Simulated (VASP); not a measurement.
A run of VASP 6.6.1 is set up as follows.

INCAR

```
  PREC = Accurate
  ENCUT = 520
  EDIFF = 1E-6
  ISMEAR = -1
  SIGMA = 0.02
  LREAL = False
  LASPH = True
  NELM = 100
  ALGO = Normal
  ISIF = 2
  LWAVE = False
  LCHARG = True
  GGA = PS
  LELF = True
  LVHAR = True
  NBANDS = 11
```

KPOINTS

```
regular mesh
0
Gamma
  10 10 10
```

POSCAR

```
AlN
1.0
    0.0000000000      1.9780000000      1.9780000000
    1.9780000000      0.0000000000      1.9780000000
    1.9780000000      1.9780000000      0.0000000000
Al N
1 1
Direct
    0.0000000000      0.0000000000      0.0000000000
    0.5000000000      0.5000000000      0.5000000000
```

Potentials or basis: VASP PAW PBE potentials, release 64 (Al, N).

Launch:

```bash
$ cat potpaw_PBE.64/Al/POTCAR potpaw_PBE.64/N/POTCAR > POTCAR
$ mpirun -np 1 vasp_std > vasp.out
```

Task: Estimate the band gap on the k mesh.

Result: 5.01 eV, indirect (least direct gap 6.64 eV).

Task: Predict the pressure.

Result: 20.0 GPa.

Caveat: the PAW data sets were made with another functional, which shifts forces and pressure a little. A k mesh can miss the band edges.
